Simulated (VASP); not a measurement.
A run of VASP 6.6.1:

The input INCAR:

```
  PREC = Accurate
  ENCUT = 520
  EDIFF = 1E-7
  ISMEAR = 0
  SIGMA = 0.1
  LREAL = F
  LASPH = T
  NELM = 80
  ALGO = Normal
  ISIF = 2
  LWAVE = F
  LCHARG = F
  GGA = PE
  NBANDS = 21
```

KPOINTS

```
regular mesh
0
Gamma
  6 6 6
```

POSCAR

```
Y2S
1.0
    4.6296752200      0.0000000000      0.0000000000
   -2.3148376100      4.0094163500      0.0000000000
    0.0000000000      0.0000000000      3.4312579400
Y S
2 1
Direct
    0.3333333300      0.6666666700      0.5000000000
    0.6666666700      0.3333333300      0.5000000000
    0.0000000000      0.0000000000      0.0000000000
```

Potentials or basis: VASP PAW PBE potentials, release 64 (Y_sv, S).

Command:

```console
$ cat potpaw_PBE.64/Y_sv/POTCAR potpaw_PBE.64/S/POTCAR > POTCAR
$ mpirun -np 1 vasp_std > vasp.out
```

Hardware: 1 thread of Intel(R) Xeon(R) Platinum 8259CL CPU @ 2.50GHz (Skylake/Cascade Lake), on a shared host.

Q: Estimate the wall time of this run.

A: It took 34 s on 1 thread of Intel(R) Xeon(R) Platinum 8259CL CPU @ 2.50GHz (Skylake/Cascade Lake) (shared host), peak memory 0.2 GiB. Counts: scf iterations 12, k points 28.
